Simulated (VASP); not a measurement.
# Sc2BP3 (P6/mmm) in VASP: notebook

Runs on Sc2BP3. Level: PBE. Tasks: single point, relaxation of cell and atoms.

Everything below comes from runs of VASP 6.6.1. Logs are shortened: lines on timing, memory, paths and dates and some standing lists are left out, and cuts for length are marked.

## (1) The cell of the first run

It takes space group P6/mmm (No. 191, hexagonal). Conventional cell: a = 5.026 Å, b = 5.026 Å, c = 4.503 Å, α = 90.00°, β = 90.00°, γ = 120.00°. Within 3.5 Å of Sc (site symmetry -6m2) lie 6 P at 2.68 Å and 3 Sc at 2.90 Å and 3 B at 2.90 Å. Within 3.8 Å of B (site symmetry 6/mmm) lie 6 Sc at 2.90 Å and 12 P at 3.37 Å. P (site symmetry mmm) has 4 P at 2.51 Å and 4 Sc at 2.68 Å and 4 B at 3.37 Å within 3.4 Å.

The cell was generated, and may not be a known phase.

## (2) Single point, PBE

Contents of INCAR:

```
SYSTEM = Sc2BP3
  PREC = Accurate
  ENCUT = 520
  EDIFF = 1E-6
  ISMEAR = 0
  SIGMA = 0.1
  LREAL = .FALSE.
  LASPH = .TRUE.
  NELM = 80
  ALGO = Normal
  ISIF = 2
  LWAVE = .FALSE.
  LCHARG = .TRUE.
  GGA = PE
  LELF = .TRUE.
  LVHAR = .TRUE.
  NBANDS = 29
```

Contents of KPOINTS:

```
regular mesh
0
G
  6 6 4
  0 0 0
```

Contents of POSCAR:

```
Sc2BP3
1.0
    5.0258896737      0.0000000000      0.0000000000
   -2.5129448369      4.3525481341      0.0000000000
    0.0000000000      0.0000000000      4.5027065267
Sc B P
2 1 3
Direct
    0.6666666667      0.3333333333      0.0000000000
    0.3333333333      0.6666666667      0.0000000000
    0.0000000000      0.0000000000      0.0000000000
    0.0000000000      0.5000000000      0.5000000000
    0.5000000000      0.5000000000      0.5000000000
    0.5000000000      0.0000000000      0.5000000000
```

Potentials or basis: VASP PAW PBE potentials, release 64 (Sc_sv, B, P).

Command:

```console
$ cat potpaw_PBE.64/Sc_sv/POTCAR potpaw_PBE.64/B/POTCAR potpaw_PBE.64/P/POTCAR > POTCAR
$ mpirun -np 1 vasp_std > vasp.out
```

OUTCAR:

```text
SYSTEM = Sc2BP3
   PREC = Accurate
   ENCUT = 520
   EDIFF = 1E-6
   ISMEAR = 0
   LREAL = .FALSE.
   LASPH = .TRUE.
   NELM = 80
   ISIF = 2
   GGA = PE

 ion  position               nearest neighbor table
   1  0.667  0.333  0.000-   4 2.68   4 2.68   6 2.68   6 2.68   5 2.68   5 2.68   2 2.90   2 2.90
                             2 2.90
   2  0.333  0.667  0.000-   4 2.68   4 2.68   6 2.68   6 2.68   5 2.68   5 2.68   1 2.90   1 2.90
                             1 2.90
   3  0.000  0.000  0.000-
   4  0.000  0.500  0.500-   5 2.51   5 2.51   6 2.51   6 2.51   1 2.68   2 2.68   1 2.68   2 2.68

   5  0.500  0.500  0.500-   4 2.51   4 2.51   6 2.51   6 2.51   1 2.68   2 2.68   1 2.68   2 2.68

   6  0.500  0.000  0.500-   4 2.51   4 2.51   5 2.51   5 2.51   1 2.68   2 2.68   1 2.68   2 2.68

  LATTYP: Found a hexagonal cell.
 ALAT       =     5.0258896737
 C/A-ratio  =     0.8959023813

  Lattice vectors:

 A1 = (   5.0258896737,   0.0000000000,   0.0000000000)
 A2 = (  -2.5129448369,   4.3525481341,   0.0000000000)
 A3 = (   0.0000000000,   0.0000000000,   4.5027065267)

Analysis of symmetry for initial positions (statically):
=====================================================================
 Subroutine PRICEL returns:
 Original cell was already a primitive cell.

 Routine SETGRP: Setting up the symmetry group for a
 hexagonal supercell.

 Subroutine GETGRP returns: Found 24 space group operations
 (whereof 24 operations were pure point group operations)
 out of a pool of 24 trial point group operations.

The static configuration has the point symmetry D_6h.

Analysis of symmetry for dynamics (positions and initial velocities):
=====================================================================
 Subroutine PRICEL returns:
 Original cell was already a primitive cell.

 Routine SETGRP: Setting up the symmetry group for a
 hexagonal supercell.

 Subroutine GETGRP returns: Found 24 space group operations
 (whereof 24 operations were pure point group operations)
 out of a pool of 24 trial point group operations.

The dynamic configuration has the point symmetry D_6h.

 Subroutine INISYM returns: Found 24 space group operations
 (whereof 24 operations are pure point group operations),
 and found     1 'primitive' translations

----------------------------------------------------------------------------------------

                                     Primitive cell

  volume of cell :      98.4986

  direct lattice vectors                    reciprocal lattice vectors
     5.025889674  0.000000000  0.000000000     0.198969748  0.114875237  0.000000000
    -2.512944837  4.352548134  0.000000000     0.000000000  0.229750475  0.000000000
     0.000000000  0.000000000  4.502706527     0.000000000  0.000000000  0.222088647

  length of vectors
     5.025889674  5.025889674  4.502706527     0.229750475  0.229750475  0.222088647

  position of ions in fractional coordinates (direct lattice)
     0.666666667  0.333333333  0.000000000
     0.333333333  0.666666667  0.000000000
     0.000000000  0.000000000  0.000000000
     0.000000000  0.500000000  0.500000000
     0.500000000  0.500000000  0.500000000
     0.500000000  0.000000000  0.500000000

  ion indices of the primitive-cell ions
   primitive index   ion index
                 1           1
                 2           2
                 3           3
                 4           4
                 5           5
                 6           6

----------------------------------------------------------------------------------------

 KPOINTS: regular mesh

Automatic generation of k-mesh.
 Grid dimensions read from file:
 generate k-points for:    6    6    4

 Generating k-lattice:

  Cartesian coordinates                     Fractional coordinates (reciprocal lattice)
     0.033161625  0.019145873  0.000000000     0.166666667  0.000000000  0.000000000
     0.000000000  0.038291746  0.000000000     0.000000000  0.166666667  0.000000000
     0.000000000  0.000000000  0.055522162     0.000000000  0.000000000  0.250000000

  Length of vectors
     0.038291746  0.038291746  0.055522162

  Shift w.r.t. Gamma in fractional coordinates (k-lattice)
     0.000000000  0.000000000  0.000000000

 Subroutine IBZKPT returns following result:
 ===========================================

 Found     21 irreducible k-points:

 Following reciprocal coordinates:
            Coordinates               Weight
  0.000000  0.000000  0.000000      1.000000
  0.166667  0.000000  0.000000      6.000000
  0.333333  0.000000  0.000000      6.000000
  0.500000  0.000000  0.000000      3.000000
  0.166667  0.166667  0.000000      6.000000
  0.333333  0.166667  0.000000     12.000000
[... 13 lines left out ...]
  0.333333  0.166667  0.500000     12.000000
  0.333333  0.333333  0.500000      2.000000
   k-points           NKPTS =     21   k-points in BZ     NKDIM =     21   number of bands    NBANDS=     29
[... 39 lines left out ...]
  Fermi-wavevector in a.u.,A,eV,Ry     =   1.212322  2.290957 19.996828  1.469725
  Thomas-Fermi vector in A             =   2.347810
   LORBIT       =      0    0 simple, 1 ext, 2 COOP (PROOUT), +10 PAW based schemes
   GGA     = PE    functional components
   LHFCALC =     F    Hartree Fock is set to
   AEXX    =    0.0000 exact exchange contribution
   IVDW    =     0    specifies the selected vdW correction
   LEPSILON=     F    determine dielectric tensor
   LRPA    =     F    only Hartree local field effects (RPA)
 non-spin polarized calculation
 Gauss-broadening in eV      SIGMA  =   0.10
  energy-cutoff  :      520.00
  volume of cell :       98.50
 maximum number of plane-waves:      2693
 NGX is ok and might be reduce to    40
   NGX = 19   NGY = 19   NGZ = 17

 number of electron      40.0000001 magnetization

 Free energy of the ion-electron system (eV)
  ---------------------------------------------------
  ext. energy  EPLUGINS =         0.00000000
  ---------------------------------------------------
  free energy    TOTEN  =       -35.74961407 eV

  energy without entropy =      -35.73994178  energy(sigma->0) =      -35.74477793

 E-fermi :   6.3184     XC(G=0): -10.6797

 val. band max:        6.3071226931   @ k =   0.0000   0.0000   0.5000
 cond. band min:       6.3425762287   @ k =   0.3333   0.0000   0.0000
 fundamental gap:      0.0354535356
 Fermi energy:         6.3183983473

 k-point     1 :       0.0000    0.0000    0.0000
  band No.  band energies     occupation
      1     -42.8145      2.00000
      2     -42.6937      2.00000
      3     -21.6506      2.00000
      4     -21.6506      2.00000
      5     -21.5731      2.00000
      6     -21.4350      2.00000
[... 21 lines left out ...]
     28      10.8990      0.00000
     29      10.9797      0.00000

 k-point     2 :       0.1667    0.0000    0.0000
  band No.  band energies     occupation
      1     -42.8074      2.00000
      2     -42.7009      2.00000
      3     -21.6605      2.00000
      4     -21.6312      2.00000
      5     -21.5649      2.00000
      6     -21.4431      2.00000
[... 21 lines left out ...]
     28      10.4634      0.00000
     29      10.6538      0.00000

 k-point     3 :       0.3333    0.0000    0.0000
  band No.  band energies     occupation
      1     -42.7891      2.00000
      2     -42.7194      2.00000
      3     -21.6791      2.00000
      4     -21.5842      2.00000
      5     -21.5439      2.00000
      6     -21.4642      2.00000
[... 21 lines left out ...]
     28       9.7631      0.00000
     29       9.8200      0.00000

 k-point     4 :       0.5000    0.0000    0.0000
  band No.  band energies     occupation
      1     -42.7744      2.00000
      2     -42.7342      2.00000
      3     -21.6878      2.00000
      4     -21.5529      2.00000
      5     -21.5271      2.00000
      6     -21.4811      2.00000
[... 501 lines left out ...]
     28       9.8311      0.00000
     29       9.8329      0.00000

 k-point    20 :       0.3333    0.1667    0.5000
  band No.  band energies     occupation
      1     -42.7739      2.00000
      2     -42.7337      2.00000
      3     -21.6924      2.00000
      4     -21.5576      2.00000
      5     -21.5288      2.00000
      6     -21.5049      2.00000
[... 21 lines left out ...]
     28       9.5170      0.00000
     29       9.7559      0.00000

 k-point    21 :       0.3333    0.3333    0.5000
  band No.  band energies     occupation
      1     -42.7538      2.00000
      2     -42.7538      2.00000
      3     -21.7037      2.00000
      4     -21.5312      2.00000
      5     -21.5312      2.00000
      6     -21.4423      2.00000
[... 21 lines left out ...]
     28       9.6322      0.00000
     29      10.0577      0.00000

------------------------ aborting loop because EDIFF is reached ----------------------------------------

  FORCE on cell =-STRESS in cart. coord.  units (eV):
  Direction    XX          YY          ZZ          XY          YZ          ZX
  --------------------------------------------------------------------------------------
  -------------------------------------------------------------------------------------
  Total        0.0138797      0.0138797      0.2305498     -0.0000000     -0.0000000     -0.0000000
  in kB        0.2257675      0.2257675      3.7501191     -0.0000000     -0.0000000     -0.0000000
  external PRESSURE =       1.4005514 kB  Pullay stress =       0.0000000 kB

 VOLUME and BASIS-vectors are now :
 -----------------------------------------------------------------------------
  energy-cutoff  :      520.00
  volume of cell :       98.50
      direct lattice vectors                 reciprocal lattice vectors
     5.025889674  0.000000000  0.000000000     0.198969748  0.114875237  0.000000000
    -2.512944837  4.352548134  0.000000000     0.000000000  0.229750475  0.000000000
     0.000000000  0.000000000  4.502706527     0.000000000  0.000000000  0.222088647

 POSITION                                       TOTAL-FORCE (eV/Angst)
 -----------------------------------------------------------------------------------
      2.51294      1.45085      0.00000        -0.000000     -0.000000     -0.000000
     -0.00000      2.90170      0.00000         0.000000      0.000000      0.000000
      0.00000      0.00000      0.00000         0.000000      0.000000      0.000000
     -1.25647      2.17627      2.25135         0.000000      0.000000      0.000000
      1.25647      2.17627      2.25135         0.000000      0.000000      0.000000
      2.51294      0.00000      2.25135         0.000000      0.000000      0.000000
 -----------------------------------------------------------------------------------
    total drift:                                0.000000     -0.000000      0.000000

  FREE ENERGIE OF THE ION-ELECTRON SYSTEM (eV)
  ---------------------------------------------------
  free  energy   TOTEN  =       -35.7496140693 eV

  energy  without entropy=      -35.7399417849  energy(sigma->0) =      -35.74477793
```

It took 40 s on 1 thread of Intel Xeon 6975P-C (Granite Rapids), shared host; peak memory 0.25 GiB.

Results:

```yaml
Free_energy: -35.7496 eV
Pressure: 0.1 GPa
Band_gap_on_the_k_mesh: zero (bands 20 and 21 overlap by 0.69 eV)
```

## (3) Single point, PBE

This run uses another cell than the first one, of 16.32 Å³/atom.

Contents of INCAR:

```
ALGO = Normal ; EDIFF = 1E-6
ENCUT = 520 ; GGA = PE
ISIF = 2 ; ISMEAR = 0
LASPH = T ; LCHARG = T
LELF = T ; LREAL = F
LVHAR = T ; LWAVE = F
NBANDS = 29 ; NELM = 100
PREC = Accurate ; SIGMA = 0.1
```

Contents of KPOINTS:

```
k-points
0
Gamma
  12 12 8
```

POSCAR: that of step 2 with these lines changed.

```diff
@@ -2,5 +2,5 @@
 1.0
-    5.0258896737      0.0000000000      0.0000000000
-   -2.5129448369      4.3525481341      0.0000000000
-    0.0000000000      0.0000000000      4.5027065267
+    4.9887964327      0.0000000000      0.0000000000
+   -2.4943982164      4.3204244450      0.0000000000
+    0.0000000000      0.0000000000      4.5442588259
 Sc B P
```

Potentials or basis: VASP PAW PBE potentials, release 64 (Sc_sv, B, P).

Command:

```console
$ cat potpaw_PBE.64/Sc_sv/POTCAR potpaw_PBE.64/B/POTCAR potpaw_PBE.64/P/POTCAR > POTCAR
$ mpirun -np 1 vasp_std > vasp.out
```

Wall time 2 min (1 thread of Intel Xeon 6975P-C (Granite Rapids), shared host); peak memory 0.39 GiB.

The run converged. Its results:

| Property | Result |
| --- | --- |
| Free energy | -35.6890 eV |
| Pressure | 0.1 GPa |
| Band gap on the k mesh | zero (bands 20 and 21 overlap by 0.68 eV) |

Stress tensor (GPa, compression positive):
```
0.00 0.00 0.00
0.00 0.00 0.00
0.00 0.00 0.32
```

Levels at points of the mesh, in eV from the Fermi level:
```tsv
k point	band 17	band 18	band 19	band 20	band 21	band 22	band 23	band 24
(0.00, 0.00, 0.00)	-2.48	-2.48	-0.05	-0.05	1.69	1.78	1.78	1.80
(0.50, 0.00, 0.00)	-2.31	-1.67	-1.00	-0.90	-0.18	1.29	1.32	2.11
(0.00, 0.00, 0.50)	-1.59	-1.59	-1.49	-1.49	-0.03	0.47	2.00	2.74
(0.50, 0.00, 0.50)	-1.55	-1.25	-0.57	-0.56	-0.40	-0.10	0.79	2.01
```

## (4) Relaxation of cell and atoms, PBE

This run uses another cell than the first one, of 18.75 Å³/atom.

Contents of INCAR:

```
PREC = Accurate ; ENCUT = 600
EDIFF = 1E-7 ; ISMEAR = 0
SIGMA = 0.1 ; LREAL = False
LASPH = True ; NELM = 80
ALGO = Normal ; ISIF = 3
LWAVE = False ; LCHARG = False
GGA = PE ; IBRION = 2
NSW = 90 ; EDIFFG = -0.04
```

Contents of KPOINTS:

```
regular mesh
0
Gamma
  6 6 4
```

Contents of POSCAR:

```
Sc2BP3
1.0
    5.5264120200      0.0000000000      0.0000000000
   -2.7632060100      4.7860132000      0.0000000000
    0.0000000000      0.0000000000      4.2525700000
Sc B P
2 1 3
Direct
    0.6666666700      0.3333333300      0.0000000000
    0.3333333300      0.6666666700      0.0000000000
    0.0000000000      0.0000000000      0.0000000000
    0.0000000000      0.5000000000      0.5000000000
    0.5000000000      0.5000000000      0.5000000000
    0.5000000000      0.0000000000      0.5000000000
```

Command:

```console
$ cat potpaw_PBE.64/Sc_sv/POTCAR potpaw_PBE.64/B/POTCAR potpaw_PBE.64/P/POTCAR > POTCAR
$ mpirun -np 1 vasp_std > vasp.out
```

It took 4.6 min on 1 thread of Intel Xeon 6975P-C (Granite Rapids), shared host; peak memory 0.33 GiB.

It converged, with:

| Property | Result |
| --- | --- |
| Free energy | -35.7524 eV |
| Relaxed volume | 16.43 Å³/atom |
| Relaxed cell | a = 5.022 Å, b = 5.022 Å, c = 4.512 Å, α = 90.00°, β = 90.00°, γ = 120.00° |
| Space group after relaxing (to 0.1 Å) | P6/mmm (No. 191) |
| Energy gained by relaxing | 84.3 meV/atom |
| Ionic steps | 11 |
| Pressure after relaxing | 0.1 GPa |
| Band gap on the k mesh | zero (bands 20 and 21 overlap by 0.69 eV) |

The path:
```tsv
step	energy change (eV)	largest force (eV/Å)	pressure (GPa)	volume (Å³)
1	0.0000	0.0000	-5.23	112.48
2	-0.1569	0.0000	1.41	102.80
3	-0.1590	0.0000	0.64	103.71
4	-0.2792	0.0000	0.74	101.53
5	-0.4555	0.0000	3.85	94.54
6	-0.4765	0.0000	2.30	96.92
7	-0.4805	0.0000	2.83	96.06
8	-0.4700	0.0000	-2.60	101.05
9	-0.5050	0.0000	0.20	98.29
10	-0.5050	0.0000	0.25	98.25
11	-0.5059	0.0000	0.06	98.55
```

Final structure:
```yaml
crystal:
  lattice:
    - [5.02200, 0.00000, 0.00000]
    - [-2.51100, 4.34918, 0.00000]
    - [0.00000, 0.00000, 4.51221]
  atoms:
    - { symbol: Sc, position: [0.66667, 0.33333, 0.00000] }
    - { symbol: Sc, position: [0.33333, 0.66667, 0.00000] }
    - { symbol: B, position: [0.00000, 0.00000, 0.00000] }
    - { symbol: P, position: [0.00000, 0.50000, 0.50000] }
    - { symbol: P, position: [0.50000, 0.50000, 0.50000] }
    - { symbol: P, position: [0.50000, 0.00000, 0.50000] }
```

Levels at points of the mesh, in eV from the Fermi level:
```
           k point  band 18  band 19  band 20  band 21  band 22  band 23
(0.00, 0.00, 0.00)    -2.47     0.02     0.02     1.60     1.76     1.76
(0.50, 0.00, 0.00)    -1.70    -1.02    -0.86    -0.15     1.32     1.37
(0.00, 0.00, 0.50)    -1.62    -1.49    -1.49     0.00     0.53     1.93
(0.50, 0.00, 0.50)    -1.23    -0.60    -0.58    -0.34    -0.09     0.81
```

Caveat: the k points lie up to 0.35 Å⁻¹ apart in the final cell, too coarse for converged energies and pressures of a metal.

## (5) Relaxation of cell and atoms, PBE

Contents of INCAR:

```
ALGO = Normal ; EDIFF = 1E-6
EDIFFG = -0.01 ; ENCUT = 600
GGA = PE ; IBRION = 2
ISIF = 3 ; ISMEAR = 0
LASPH = T ; LCHARG = F
LREAL = F ; LWAVE = F
NELM = 80 ; NSW = 100
PREC = Accurate ; SIGMA = 0.1
```

Contents of KPOINTS:

```
k-points
0
Gamma
  12 12 8
```

Contents of POSCAR:

```
Sc2BP3
1.0
    5.0258896737      0.0000000000      0.0000000000
   -2.5129448369      4.3525481341      0.0000000000
    0.0000000000      0.0000000000      4.5027065267
Sc B P
2 1 3
Direct
    0.6666666667      0.3333333333      0.0000000000
    0.3333333333      0.6666666667      0.0000000000
    0.0000000000      0.0000000000      0.0000000000
    0.0000000000      0.5000000000      0.5000000000
    0.5000000000      0.5000000000      0.5000000000
    0.5000000000      0.0000000000      0.5000000000
```

Command:

```console
$ cat potpaw_PBE.64/Sc_sv/POTCAR potpaw_PBE.64/B/POTCAR potpaw_PBE.64/P/POTCAR > POTCAR
$ mpirun -np 1 vasp_std > vasp.out
```

Wall time 5.4 min (1 thread of Intel Xeon 6975P-C (Granite Rapids), shared host); peak memory 0.42 GiB.

Results (log left out):

```yaml
Free_energy: -35.6910 eV
Relaxed_volume: 16.34 Å³/atom
Relaxed_cell: a = 4.986 Å, b = 4.986 Å, c = 4.554 Å, α = 90.00°, β = 90.00°, γ = 120.00°
Space_group_after_relaxing_to_0.1_Å: P6/mmm (No. 191)
Energy_gained_by_relaxing: 1.3 meV/atom
Ionic_steps: 5
Pressure_after_relaxing: 0.0 GPa
Band_gap_on_the_k_mesh: zero (bands 20 and 21 overlap by 0.67 eV)
```

The path:
| step | energy change (eV) | largest force (eV/Å) | pressure (GPa) | volume (Å³) |
| --- | --- | --- | --- | --- |
| 1 | 0.0000 | 0.0000 | -0.01 | 98.50 |
| 2 | -0.0055 | 0.0000 | -0.22 | 98.49 |
| 3 | -0.0072 | 0.0000 | -0.40 | 98.47 |
| 4 | -0.0075 | 0.0000 | 0.21 | 97.79 |
| 5 | -0.0077 | 0.0000 | 0.00 | 98.03 |

Final structure:
```
CELL_PARAMETERS angstrom
4.98576 0.00000 0.00000
-2.49288 4.31779 0.00000
0.00000 0.00000 4.55394
ATOMIC_POSITIONS crystal
Sc 0.66667 0.33333 0.00000
Sc 0.33333 0.66667 0.00000
B 0.00000 0.00000 0.00000
P 0.00000 0.50000 0.50000
P 0.50000 0.50000 0.50000
P 0.50000 0.00000 0.50000
```

Levels at points of the mesh, in eV from the Fermi level:
```csv
k point,band 17,band 18,band 19,band 20,band 21,band 22,band 23,band 24
"(0.00, 0.00, 0.00)",-2.47,-2.47,-0.06,-0.06,1.71,1.78,1.80,1.81
"(0.50, 0.00, 0.00)",-2.30,-1.65,-0.98,-0.89,-0.18,1.28,1.32,2.10
"(0.00, 0.00, 0.50)",-1.58,-1.58,-1.49,-1.49,-0.02,0.47,2.01,2.72
"(0.50, 0.00, 0.50)",-1.54,-1.23,-0.56,-0.55,-0.40,-0.08,0.79,2.00
```

## (6) The runs side by side

| task | cell | k mesh | cutoff (eV) | gap on the mesh (eV) | pressure (GPa) | relaxed volume (Å³/atom) |
| --- | --- | --- | --- | --- | --- | --- |
| single point | a = 5.026, b = 5.026, c = 4.503 Å, angles 90.0, 90.0, 120.0°, 6 atoms | 6 × 6 × 4 | 520 | none | 0.1 | - |
| single point | a = 4.989, b = 4.989, c = 4.544 Å, angles 90.0, 90.0, 120.0°, 6 atoms | 12 × 12 × 8 | 520 | none | 0.1 | - |
| relaxation of cell and atoms | relaxed from a = 5.526, b = 5.526, c = 4.253 Å, angles 90.0, 90.0, 120.0°, 6 atoms | 6 × 6 × 4 | 600 | none | 0.1 | 16.43 |
| relaxation of cell and atoms | relaxed from a = 5.026, b = 5.026, c = 4.503 Å, angles 90.0, 90.0, 120.0°, 6 atoms | 12 × 12 × 8 | 600 | none | 0.0 | 16.34 |

Alike in all rows: level PBE; potentials or basis VASP PAW PBE potentials, release 64 (Sc_sv, B, P); no spin polarisation; smearing gaussian 0.1 eV.

Caveats: some runs use coarse meshes.

Absolute energies hang on the potentials; compare differences alone.

The gap in the log of VASP goes by the Fermi energy; the results here count the filled bands.